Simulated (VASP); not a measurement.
Input of a VASP 6.6.1 run:

Contents of INCAR:

```
SYSTEM = BN
  PREC = Accurate
  ENCUT = 520
  EDIFF = 1E-6
  ISMEAR = 0
  SIGMA = 0.05
  LREAL = .FALSE.
  LASPH = .TRUE.
  NELM = 80
  ALGO = Normal
  ISIF = 2
  LWAVE = .FALSE.
  LCHARG = .TRUE.
  GGA = PS
  LELF = .TRUE.
  LVHAR = .TRUE.
  NBANDS = 16
```

File KPOINTS:

```
Automatic mesh
0
G
  12 12 4
  0 0 0
```

File POSCAR:

```
BN
1.0
    2.4976767160      0.0000000000      0.0000000000
   -1.2488383580      2.1630514865      0.0000000000
    0.0000000000      0.0000000000      6.2199643259
B N
2 2
Direct
    0.3333333333      0.6666666667      0.2500000000
    0.6666666667      0.3333333333      0.7500000000
    0.3333333333      0.6666666667      0.7500000000
    0.6666666667      0.3333333333      0.2500000000
```

Potentials or basis: VASP PAW PBE potentials, release 64 (B, N).

Launch:

```console
$ cat potpaw_PBE.64/B/POTCAR potpaw_PBE.64/N/POTCAR > POTCAR
$ mpirun -np 1 vasp_std > vasp.out
```

Q: Estimate the pressure.

A: 3.7 GPa.

Q: What does it give for the band gap on the k mesh?

A: 4.03 eV, indirect (least direct gap 4.38 eV).

Stress tensor (GPa, compression positive):
```
3.97 0.00 0.00
0.00 3.97 0.00
0.00 0.00 3.08
```

Caveat: the PAW data sets were made with another functional, which shifts forces and pressure a little; this functional lacks dispersion, which binds the layers, so the pressure and a relaxed spacing across them are unreliable. A k mesh can miss the band edges.
